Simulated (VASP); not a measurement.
Set up this calculation in VASP 6.6.1, as the native input.

```yaml
Task: single point
Functional: PBE
Potentials_or_basis: VASP PAW PBE potentials, release 64 (Mg, S)
Cutoff: 520 eV
k_mesh: 8 × 8 × 8
Occupations: gaussian, width 0.05 eV
Spin: no spin polarisation
Dipole_correction: no
Further_INCAR_settings: ALGO = Normal; EDIFF = 1e-07; NBANDS = 11
```

The structure of MgS lies in POSCAR:

```
MgS
1.0
    0.0000000000      2.2603135200      2.6016500000
    2.9429864800      0.0000000000      2.6016500000
    2.9429864800      2.2603135200      0.0000000000
Mg S
1 1
Direct
    0.0000000000      0.0000000000      0.0000000000
    0.5000000000      0.5000000000      0.5000000000
```

This cell differs from its parent crystal: strain +0.1312 x Voigt [1, -1, 0, 0, 0, 0].

The input as run:

INCAR

```
SYSTEM = MgS
  PREC = Accurate
  ENCUT = 520
  EDIFF = 1E-7
  ISMEAR = 0
  SIGMA = 0.05
  LREAL = .FALSE.
  LASPH = .TRUE.
  NELM = 100
  ALGO = Normal
  ISIF = 2
  LWAVE = .FALSE.
  LCHARG = .TRUE.
  GGA = PE
  LELF = .TRUE.
  LVHAR = .TRUE.
  NBANDS = 11
```

KPOINTS

```
Automatic mesh
0
G
  8 8 8
  0 0 0
```

Potentials or basis: VASP PAW PBE potentials, release 64 (Mg, S).

The run is started by

```bash
$ cat potpaw_PBE.64/Mg/POTCAR potpaw_PBE.64/S/POTCAR > POTCAR
$ mpirun -np 1 vasp_std > vasp.out
```

It gave:

The pressure is 11.6 GPa and the band gap on the k mesh is 2.57 eV, indirect (least direct gap 3.56 eV).

Caveat: the cell differs from its parent crystal (strain +0.1312 x Voigt [1, -1, 0, 0, 0, 0]).

It took 49 s on 1 thread of Intel(R) Xeon(R) Platinum 8259CL CPU @ 2.50GHz (Skylake/Cascade Lake), with other jobs on the host, peak memory 0.18 GiB.
